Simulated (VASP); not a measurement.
# HfSi53 (a cell with a defect) in VASP: single point with PBE

Aim: the single point of HfSi53 (a cell with a defect) with PBE.

All numbers are computed with VASP 6.6.1; they aren't measurements. Logs are shortened: lines on timing, memory, paths and dates and some standing lists are left out, and cuts for length are marked.

### 1 The cell of the first run

The cell holds a defect, 54 atoms: a = 11.513 Å, b = 11.513 Å, c = 11.513 Å, α = 60.00°, β = 60.00°, γ = 60.00°.

### 2 Single point, PBE

INCAR

```
PREC = Accurate
ENCUT = 520
EDIFF = 1E-6
ISMEAR = -1
SIGMA = 0.01
LREAL = Auto
LASPH = T
NELM = 100
ALGO = Normal
ISIF = 2
LWAVE = F
LCHARG = F
GGA = PE
NBANDS = 144
```

KPOINTS

```
regular mesh
0
Gamma
  2 2 2
```

POSCAR

```
HfSi53
1.0
    0.0000000000      8.1406800000      8.1406800000
    8.1406800000      0.0000000000      8.1406800000
    8.1406800000      8.1406800000      0.0000000000
Hf Si
1 53
Direct
    0.2500000000      0.2500000000      0.2500000000
    0.2507487339      0.2507487339      0.5852991770
    0.2507487339      0.2507487339      0.9132033552
    0.2507487339      0.5852991770      0.2507487339
    0.2498401396      0.5833866201      0.5833866201
    0.2507487339      0.5852991770      0.9132033552
    0.2507487339      0.9132033552      0.2507487339
    0.2507487339      0.9132033552      0.5852991770
    0.2500363845      0.9166545385      0.9166545385
    0.5852991770      0.2507487339      0.2507487339
    0.5833866201      0.2498401396      0.5833866201
    0.5852991770      0.2507487339      0.9132033552
    0.5833866201      0.5833866201      0.2498401396
    0.5833866201      0.5833866201      0.5833866201
    0.5834962368      0.5834962368      0.9165037632
    0.5852991770      0.9132033552      0.2507487339
    0.5834962368      0.9165037632      0.5834962368
    0.5834962368      0.9165037632      0.9165037632
    0.9132033552      0.2507487339      0.2507487339
    0.9132033552      0.2507487339      0.5852991770
    0.9166545385      0.2500363845      0.9166545385
    0.9132033552      0.5852991770      0.2507487339
    0.9165037632      0.5834962368      0.5834962368
    0.9165037632      0.5834962368      0.9165037632
    0.9166545385      0.9166545385      0.2500363845
    0.9165037632      0.9165037632      0.5834962368
    0.9166545385      0.9166545385      0.9166545385
    0.1591209520      0.1591209520      0.1591209520
    0.1591209520      0.1591209520      0.5226371441
    0.1670385925      0.1670385925      0.8329614075
    0.1591209520      0.5226371441      0.1591209520
    0.1661692885      0.5002612545      0.5002612545
    0.1661692885      0.5002612545      0.8333082025
    0.1670385925      0.8329614075      0.1670385925
    0.1661692885      0.8333082025      0.5002612545
    0.1670385925      0.8329614075      0.8329614075
    0.5226371441      0.1591209520      0.1591209520
    0.5002612545      0.1661692885      0.5002612545
    0.5002612545      0.1661692885      0.8333082025
    0.5002612545      0.5002612545      0.1661692885
    0.5000000000      0.5000000000      0.5000000000
    0.5002612545      0.5002612545      0.8333082025
    0.5002612545      0.8333082025      0.1661692885
    0.5002612545      0.8333082025      0.5002612545
    0.4998648218      0.8333783927      0.8333783927
    0.8329614075      0.1670385925      0.1670385925
    0.8333082025      0.1661692885      0.5002612545
    0.8329614075      0.1670385925      0.8329614075
    0.8333082025      0.5002612545      0.1661692885
    0.8333082025      0.5002612545      0.5002612545
    0.8333783927      0.4998648218      0.8333783927
    0.8329614075      0.8329614075      0.1670385925
    0.8333783927      0.8333783927      0.4998648218
    0.8333783927      0.8333783927      0.8333783927
```

Potentials or basis: VASP PAW PBE potentials, release 64 (Hf_pv, Si).

Command:

```sh
$ cat potpaw_PBE.64/Hf_pv/POTCAR potpaw_PBE.64/Si/POTCAR > POTCAR
$ mpirun -np 1 vasp_std > vasp.out
```

OUTCAR:

```text
PREC = Accurate
   ENCUT = 520
   EDIFF = 1E-6
   ISMEAR = -1
   LREAL = Auto
   LASPH = T
   NELM = 100
   ISIF = 2
   GGA = PE

 ion  position               nearest neighbor table
   1  0.250  0.250  0.250-  28 2.56  29 2.56  31 2.56  37 2.56
   2  0.251  0.251  0.585-  29 2.32  30 2.33  32 2.35  38 2.35
   3  0.251  0.251  0.913-  28 2.32  30 2.33  33 2.35  39 2.35
   4  0.251  0.585  0.251-  31 2.32  34 2.33  32 2.35  40 2.35
   5  0.250  0.583  0.583-  32 2.35  33 2.35  35 2.35  41 2.35
   6  0.251  0.585  0.913-  31 2.32  36 2.33  33 2.35  42 2.35
[... 46 lines left out ...]
  53  0.833  0.833  0.500-  25 2.35  23 2.35  17 2.35  26 2.35
  54  0.833  0.833  0.833-  27 2.35  24 2.35  26 2.35  18 2.35

  LATTYP: Found a face centered cubic cell.
 ALAT       =    16.2813600000

  Lattice vectors:

 A1 = (   0.0000000000,   8.1406800000,   8.1406800000)
 A2 = (   8.1406800000,   0.0000000000,   8.1406800000)
 A3 = (   8.1406800000,   8.1406800000,   0.0000000000)

Analysis of symmetry for initial positions (statically):
=====================================================================
 Subroutine PRICEL returns:
 Original cell was already a primitive cell.

 Routine SETGRP: Setting up the symmetry group for a
 face centered cubic supercell.

 Subroutine GETGRP returns: Found 24 space group operations
 (whereof 24 operations were pure point group operations)
 out of a pool of 48 trial point group operations.

The static configuration has the point symmetry T_d .

Analysis of symmetry for dynamics (positions and initial velocities):
=====================================================================
 Subroutine PRICEL returns:
 Original cell was already a primitive cell.

 Routine SETGRP: Setting up the symmetry group for a
 face centered cubic supercell.

 Subroutine GETGRP returns: Found 24 space group operations
 (whereof 24 operations were pure point group operations)
 out of a pool of 48 trial point group operations.

The dynamic configuration has the point symmetry T_d .

 Subroutine INISYM returns: Found 24 space group operations
 (whereof 24 operations are pure point group operations),
 and found     1 'primitive' translations

----------------------------------------------------------------------------------------

                                     Primitive cell

  volume of cell :    1078.9766

  direct lattice vectors                    reciprocal lattice vectors
     0.000000000  8.140680000  8.140680000    -0.061419931  0.061419931  0.061419931
     8.140680000  0.000000000  8.140680000     0.061419931 -0.061419931  0.061419931
     8.140680000  8.140680000  0.000000000     0.061419931  0.061419931 -0.061419931

  length of vectors
    11.512660063 11.512660063 11.512660063     0.106382440  0.106382440  0.106382440

  position of ions in fractional coordinates (direct lattice)
     0.250000000  0.250000000  0.250000000
     0.250748734  0.250748734  0.585299177
     0.250748734  0.250748734  0.913203355
     0.250748734  0.585299177  0.250748734
     0.249840140  0.583386620  0.583386620
     0.250748734  0.585299177  0.913203355
[... 46 lines left out ...]
     0.833378393  0.833378393  0.499864822
     0.833378393  0.833378393  0.833378393

  ion indices of the primitive-cell ions
   primitive index   ion index
                 1           1
                 2           2
                 3           3
                 4           4
                 5           5
                 6           6
[... 46 lines left out ...]
                53          53
                54          54

----------------------------------------------------------------------------------------

 KPOINTS: regular mesh

Automatic generation of k-mesh.
 Grid dimensions read from file:
 generate k-points for:    2    2    2

 Generating k-lattice:

  Cartesian coordinates                     Fractional coordinates (reciprocal lattice)
    -0.030709965  0.030709965  0.030709965     0.500000000  0.000000000  0.000000000
     0.030709965 -0.030709965  0.030709965     0.000000000  0.500000000  0.000000000
     0.030709965  0.030709965 -0.030709965     0.000000000  0.000000000  0.500000000

  Length of vectors
     0.053191220  0.053191220  0.053191220

  Shift w.r.t. Gamma in fractional coordinates (k-lattice)
     0.000000000  0.000000000  0.000000000

 Subroutine IBZKPT returns following result:
 ===========================================

 Found      3 irreducible k-points:

 Following reciprocal coordinates:
            Coordinates               Weight
  0.000000  0.000000  0.000000      1.000000
  0.500000  0.000000  0.000000      4.000000
  0.500000  0.500000  0.000000      3.000000
   k-points           NKPTS =      3   k-points in BZ     NKDIM =      3   number of bands    NBANDS=    144
   number of dos      NEDOS =    301   number of ions     NIONS =     54
   total plane-waves  NPLWV = 729000
   dimension x,y,z NGX =    90 NGY =   90 NGZ =   90
   dimension x,y,z NGXF=   180 NGYF=  180 NGZF=  180
   ions per type =               1  53
   NGX,Y,Z   is equivalent  to a cutoff of  13.00, 13.00, 13.00 a.u.
   NGXF,Y,Z  is equivalent  to a cutoff of  25.99, 25.99, 25.99 a.u.
 SYSTEM =  unknown system
   PREC   = accura    normal or accurate (medium, high low for compatibility)
   ISTART =      0    job   : 0-new  1-cont  2-samecut
   ICHARG =      2    charge: 1-file 2-atom 10-const
   ISPIN  =      1    spin polarized calculation?
   LNONCOLLINEAR =      F non collinear calculations
   LSORBIT =      F    spin-orbit coupling
   LASPH  =      T    aspherical Exc in radial PAW
   ENCUT  =  520.0 eV  38.22 Ry    6.18 a.u.  21.41 21.41 21.41*2*pi/ulx,y,z
   NELM   =    100;   NELMIN=  2; NELMDL= -5     # of ELM steps
   EDIFF  = 0.1E-05   stopping-criterion for ELM
   LREAL  =      T    real-space projection
   EDIFFG = 0.1E-04   stopping-criterion for IOM
   NSW    =      0    number of steps for IOM
   IBRION =     -1    ionic relax: 0-MD 1-quasi-New 2-CG
   NFREE  =      0    steps in history (QN), initial steepest desc. (CG)
   ISIF   =      2    stress and relaxation
   ISYM   =      2    0-nonsym 1-usesym 2-fastsym
   POTIM  = 0.5000    time-step for ionic-motion
   TEBEG  =    0.0;   TEEND  =   0.0 temperature during run
   PSTRESS=    0.0 pullay stress
   NELECT =     222.0000    total number of electrons
   NUPDOWN=      -1.0000    fix difference up-down
   EMIN   =  10.00;   EMAX   =-10.00  energy-range for DOS
   EFERMI =   0.00;   METHOD = LEGACY
   ISMEAR =    -1;   SIGMA  =   0.01  broadening in eV -4-tet -1-fermi 0-gaus
   EFERMI_NEDOS =   21; number of points for ismear=-14 and -15
   IALGO  =     38    algorithm
   IMIX   =      4    mixing-type and parameters
     AMIX     =   0.40;   BMIX     =  1.00
     AMIX_MAG =   1.60;   BMIX_MAG =  1.00
  volume/ion in A,a.u.               =      19.98       134.84
  Fermi-wavevector in a.u.,A,eV,Ry     =   0.966470  1.826364 12.708721  0.934065
  Thomas-Fermi vector in A             =   2.096274
   LORBIT       =      0    0 simple, 1 ext, 2 COOP (PROOUT), +10 PAW based schemes
   GGA     = PE    functional components
   LHFCALC =     F    Hartree Fock is set to
   AEXX    =    0.0000 exact exchange contribution
   IVDW    =     0    specifies the selected vdW correction
   LEPSILON=     F    determine dielectric tensor
   LRPA    =     F    only Hartree local field effects (RPA)
 non-spin polarized calculation
  energy-cutoff  :      520.00
  volume of cell :     1078.98
 maximum number of plane-waves:     29123
 NGX is ok and might be reduce to    90
   NGX = 43   NGY = 43   NGZ = 43

 number of electron     222.0000006 magnetization

 Free energy of the ion-electron system (eV)
  ---------------------------------------------------
  ext. energy  EPLUGINS =         0.00000000
  ---------------------------------------------------
  free energy    TOTEN  =      -294.00384935 eV

  energy without entropy =     -294.00384935  energy(sigma->0) =     -294.00384935

 E-fermi :   5.9626     XC(G=0):  -9.4579

 val. band max:        5.7346467849   @ k =   0.0000   0.0000   0.0000
 cond. band min:       6.3337112935   @ k =   0.0000   0.0000   0.0000
 fundamental gap:      0.5990645086
 Fermi energy:         5.9626047833

 k-point     1 :       0.0000    0.0000    0.0000
  band No.  band energies     occupation
      1     -24.7152      2.00000
      2     -24.7152      2.00000
      3     -24.7152      2.00000
      4      -6.1316      2.00000
      5      -4.8142      2.00000
      6      -4.8142      2.00000
[... 115 lines left out ...]
    122       7.3142      0.00000
    123       7.3480      0.00000

 k-point     2 :       0.5000    0.0000    0.0000
  band No.  band energies     occupation
      1     -24.7152      2.00000
      2     -24.7152      2.00000
      3     -24.7152      2.00000
      4      -5.8092      2.00000
      5      -5.7350      2.00000
      6      -4.8779      2.00000
[... 115 lines left out ...]
    122       7.7656      0.00000
    123       7.7656      0.00000

 k-point     3 :       0.5000    0.5000    0.0000
  band No.  band energies     occupation
      1     -24.7152      2.00000
      2     -24.7152      2.00000
      3     -24.7152      2.00000
      4      -5.6868      2.00000
      5      -5.6214      2.00000
      6      -5.2267      2.00000
[... 115 lines left out ...]
    122       7.8414      0.00000
    123       7.8532      0.00000
 [bands above 123 left out]

------------------------ aborting loop because EDIFF is reached ----------------------------------------

  FORCE on cell =-STRESS in cart. coord.  units (eV):
  Direction    XX          YY          ZZ          XY          YZ          ZX
  --------------------------------------------------------------------------------------
  -------------------------------------------------------------------------------------
  Total       23.1480330     23.1480330     23.1480330      0.0000000     -0.0000000      0.0000000
  in kB       34.3726193     34.3726193     34.3726193      0.0000000     -0.0000000      0.0000000
  external PRESSURE =      34.3726193 kB  Pullay stress =       0.0000000 kB

 VOLUME and BASIS-vectors are now :
 -----------------------------------------------------------------------------
  energy-cutoff  :      520.00
  volume of cell :     1078.98
      direct lattice vectors                 reciprocal lattice vectors
     0.000000000  8.140680000  8.140680000    -0.061419931  0.061419931  0.061419931
     8.140680000  0.000000000  8.140680000     0.061419931 -0.061419931  0.061419931
     8.140680000  8.140680000  0.000000000     0.061419931  0.061419931 -0.061419931

 POSITION                                       TOTAL-FORCE (eV/Angst)
 -----------------------------------------------------------------------------------
      4.07034      4.07034      4.07034         0.000000      0.000000      0.000000
      6.80600      6.80600      4.08253        -0.001174     -0.001174     -0.002667
      9.47536      9.47536      4.08253         0.001174      0.001174     -0.002667
      6.80600      4.08253      6.80600        -0.001174     -0.002667     -0.001174
      9.49833      6.78303      6.78303        -0.002547      0.002547      0.002547
     12.19883      9.47536      6.80600         0.002667      0.001174     -0.001174
[... 46 lines left out ...]
     10.85351     10.85351     13.56853         0.001167      0.001167     -0.001167
     13.56853     13.56853     13.56853        -0.001167     -0.001167     -0.001167
 -----------------------------------------------------------------------------------
    total drift:                                0.000000      0.000000      0.000000

  FREE ENERGIE OF THE ION-ELECTRON SYSTEM (eV)
  ---------------------------------------------------
  free  energy   TOTEN  =      -294.0038493475 eV

  energy  without entropy=     -294.0038493475  energy(sigma->0) =     -294.00384935
```

It took 19 min on 1 thread of Intel Xeon Platinum 8375C at 2.90GHz (Ice Lake), shared host; peak memory 1.4 GiB.

Results:

```yaml
Free_energy: -294.0038 eV
Pressure: 3.4 GPa
Largest_force: 0.007 eV/Å
Band_gap_on_the_k_mesh: 0.60 eV
```

Forces in eV/Å, atoms in the order of the input:
```
Hf   0.000  0.000  0.000
Si  -0.001 -0.001 -0.003
Si   0.001  0.001 -0.003
Si  -0.001 -0.003 -0.001
Si  -0.003  0.003  0.003
Si   0.003  0.001 -0.001
Si   0.001 -0.003  0.001
Si   0.003 -0.001  0.001
Si   0.000  0.000  0.000
Si  -0.003 -0.001 -0.001
Si   0.003 -0.003  0.003
Si   0.001  0.003 -0.001
Si   0.003  0.003 -0.003
Si  -0.003 -0.003 -0.003
Si   0.000  0.000  0.001
Si   0.001 -0.001  0.003
Si   0.000  0.001  0.000
Si  -0.001  0.000  0.000
Si  -0.003  0.001  0.001
Si  -0.001  0.003  0.001
Si   0.000  0.000  0.000
Si  -0.001  0.001  0.003
Si   0.001  0.000  0.000
Si   0.000 -0.001  0.000
Si   0.000  0.000  0.000
Si   0.000  0.000 -0.001
Si   0.000  0.000  0.000
Si  -0.004 -0.004 -0.004
Si   0.004  0.004 -0.004
Si   0.000  0.000 -0.003
Si   0.004 -0.004  0.004
Si  -0.005  0.001  0.001
Si  -0.001  0.005  0.001
Si   0.000 -0.003  0.000
Si  -0.001  0.001  0.005
Si   0.003  0.000  0.000
Si  -0.004  0.004  0.004
Si   0.001 -0.005  0.001
Si   0.005 -0.001  0.001
Si   0.001  0.001 -0.005
Si   0.000  0.000  0.000
Si  -0.001 -0.001 -0.005
Si   0.005  0.001 -0.001
Si  -0.001 -0.005 -0.001
Si  -0.001  0.001  0.001
Si  -0.003  0.000  0.000
Si   0.001 -0.001  0.005
Si   0.000  0.003  0.000
Si   0.001  0.005 -0.001
Si  -0.005 -0.001 -0.001
Si   0.001 -0.001  0.001
Si   0.000  0.000  0.003
Si   0.001  0.001 -0.001
Si  -0.001 -0.001 -0.001
```

Caveat: spin-orbit coupling is left out, which moves the levels of the heavy elements.
